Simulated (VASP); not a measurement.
Input of a VASP 6.6.1 run:

File INCAR:

```
PREC     = Accurate       # precision mode
ENCUT    = 520            # plane-wave cutoff, eV
EDIFF    = 1E-7           # SCF threshold, eV
ISMEAR   = 0              # smearing method
SIGMA    = 0.02           # smearing width, eV
LREAL    = F              # projectors in reciprocal space
LASPH    = T              # aspherical terms in the spheres
NELM     = 60             # most SCF steps
ALGO     = Normal         # electronic algorithm
ISIF     = 2              # what is computed and relaxed
LWAVE    = F              # write WAVECAR
LCHARG   = T              # write CHGCAR
GGA      = PE             # functional
LELF     = T              # ELF
LVHAR    = T            
NBANDS   = 16             # bands
```

File KPOINTS:

```
Automatic mesh
0
Gamma
  12 12 6
```

File POSCAR:

```
SiC
1.0
    2.9866096985     -0.0183021893      0.0015379991
   -1.5091550102      2.6465379522      0.0038661736
    0.0025240000      0.0087835200      4.9562273600
Si C
2 2
Direct
    0.3349575647      0.6761114920      0.0093502377
    0.6586193482      0.3707822907      0.5056596672
    0.3322666978      0.6333695284      0.3854437401
    0.6741563893      0.3197366890      0.8695463550
```

Potentials or basis: VASP PAW PBE potentials, release 64 (Si, C).

Command:

```bash
$ cat potpaw_PBE.64/Si/POTCAR potpaw_PBE.64/C/POTCAR > POTCAR
$ mpirun -np 1 vasp_std > vasp.out
```

(1) Predict the pressure.

(2) Predict the band gap on the k mesh.

(3) Estimate the largest force.

Answers

(1) 23.3 GPa.

(2) 1.59 eV (least direct gap 3.54 eV).

(3) 6.209 eV/Å.

Caveat: the cell differs from its parent crystal (strained and its atoms moved); the stress differs along the axes, from 12 to 36 GPa; forces of over 1 eV/Å act on the atoms, so gaps and moduli don't describe the material at rest.
